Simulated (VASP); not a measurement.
Here is a VASP 6.6.1 calculation.

Contents of INCAR:

```
SYSTEM = Pt
  PREC = Accurate
  ENCUT = 520
  EDIFF = 1E-6
  ISMEAR = 0
  SIGMA = 0.15
  LREAL = .FALSE.
  LASPH = .TRUE.
  NELM = 80
  ALGO = Normal
  ISIF = 2
  LWAVE = .FALSE.
  LCHARG = .FALSE.
  GGA = PE
  NBANDS = 11
```

The input KPOINTS:

```
Automatic mesh
0
G
  20 20 20
  0 0 0
```

The input POSCAR:

```
Pt
1.0
    0.0000000000      2.0068475000      1.8600050000
    2.0068475000      0.0000000000      1.8600050000
    2.0068475000      2.0068475000      0.0000000000
Pt
1
Direct
    0.0000000000      0.0000000000      0.0000000000
```

Potentials or basis: VASP PAW PBE potentials, release 64 (Pt).

Command:

```console
$ cat potpaw_PBE.64/Pt/POTCAR > POTCAR
$ mpirun -np 1 vasp_std > vasp.out
```

**Question.** Estimate the band gap on the k mesh.

**Answer.** Zero (bands 5 and 6 overlap by 2.58 eV).

**Question.** Predict the pressure.

**Answer.** 12.1 GPa.

Stress tensor (GPa, compression positive):
```
10.35  0.00  0.00
 0.00 10.35  0.00
 0.00  0.00 15.60
```

Caveat: the cell differs from its parent crystal (strain +0.025 along x and y, -0.050 along z); the stress differs along the axes, from 10 to 16 GPa; spin-orbit coupling is left out, which moves the levels of the heavy elements.
